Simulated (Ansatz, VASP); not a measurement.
## Two plane-wave programs on Ta2N

```
CELL_PARAMETERS angstrom
3.11286 0.00000 0.00000
-1.55643 2.69582 0.00000
0.00000 0.00000 4.86984
ATOMIC_POSITIONS crystal
Ta 0.33333 0.66667 0.25471
Ta 0.66667 0.33333 0.74529
N 0.00000 0.00000 0.00000
```

Alike in both runs: task single point; functional r2SCAN50; k mesh 5 × 5 × 3; occupations fermi-dirac, width 0.05 eV; no spin polarisation.

|  | VASP | Ansatz |
| --- | --- | --- |
| version | VASP 6.6.1 | Ansatz 0.2.0 |
| potentials or method | VASP PAW PBE potentials, release 64 (Ta_pv, N) | Ansatz PAW |
| plane-wave cutoff (eV) | 520 | 500 |
| valence electrons in the cell | 27 | 31 |

|  | VASP | Ansatz | Ansatz less VASP |
| --- | --- | --- | --- |
| gap on the k mesh at the Fermi level (eV) | none | none | - |
| pressure (GPa) | -15.4 | -13.6 | +1.82 |
| traceless stress, the component that is largest in VASP (GPa) | 6.44 | 7.77 | +1.337 |
| rms of the force components (eV/Å) | 0.478 | 0.336 | -0.1428 |

VASP's potentials were made for PBE, not for r2SCAN50. Atom by atom the forces differ by 0.143 eV/Å (rms over components). A gap of «none» marks a metal or a gap that the smearing closes. VASP's potentials hold 27 valence electrons a cell and Ansatz's 31, so a difference there can come from the potentials and not from the codes.

The k mesh is coarse, so the values compare programs but aren't converged. Spin-orbit coupling is off throughout.
